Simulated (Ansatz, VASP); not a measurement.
## Na2S: VASP beside Ansatz

```
CELL_PARAMETERS angstrom
0.00000 3.22926 3.22926
3.22926 0.00000 3.22926
3.22926 3.22926 0.00000
ATOMIC_POSITIONS crystal
S 0.00000 0.00000 0.00000
Na 0.75000 0.75000 0.75000
Na 0.25000 0.25000 0.25000
```

Alike in both runs: task single point; functional LDA; k mesh 7 × 7 × 7; occupations fermi-dirac, width 0.05 eV; no spin polarisation.

```csv
,VASP,Ansatz
version,VASP 6.6.1,Ansatz 0.2.0
potentials or method,"VASP PAW LDA potentials, release 64 (S, Na_pv)",Ansatz PAW
plane-wave cutoff (eV),500,420
valence electrons in the cell,20,24
```

```csv
,VASP,Ansatz,Ansatz less VASP
gap on the k mesh at the Fermi level (eV),2.37,2.37,-0.006
least direct gap on the mesh (eV),2.37,2.37,-0.006
pressure (GPa),-1.1,-1.1,+0.01
```

LDA's correlation is that of Perdew and Zunger in VASP and of Perdew and Wang (1992) in Ansatz. VASP's potentials hold 20 valence electrons a cell and Ansatz's 24, so a difference there can come from the potentials and not from the codes.

Noted on Ansatz's run: odd divisions of the mesh miss points on the zone boundary, where band edges often lie, so the gap on the mesh can be too wide.
